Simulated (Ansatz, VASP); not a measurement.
**One calculation of H3C, two programs**

```
CELL_PARAMETERS angstrom
13.00000 0.00000 0.00000
0.00000 12.00000 0.00000
0.00000 0.00000 12.00000
ATOMIC_POSITIONS crystal
C 0.44125 0.50000 0.50000
C 0.55875 0.50000 0.50000
H 0.41033 0.58520 0.50000
H 0.41033 0.45740 0.42621
H 0.41033 0.45740 0.57379
H 0.58967 0.41480 0.50000
H 0.58967 0.54260 0.42621
H 0.58967 0.54260 0.57379
```

Alike in both runs: functional PBE; k mesh 1 × 1 × 1; no spin polarisation.

Ansatz relaxed the structure, and its values are those at the end. VASP's run is a single point on that final structure, the one shown.

|  | VASP | Ansatz |
| --- | --- | --- |
| version | VASP 6.6.1 | Ansatz 0.2.0 |
| potentials or method | VASP PAW PBE potentials, release 64 (C, H) | scalar-relativistic, plane waves, PAW |
| plane-wave cutoff (eV) | 520 | 420 |
| occupations | gaussian, width 0.01 eV | fixed |
| valence electrons in the cell | 14 | 14 |

VASP gave:

```
rms of the force components (eV/Å) : 0.012
```

Task: What did Ansatz give for the same quantities?

Result: rms of the force components (eV/Å): 0.000.
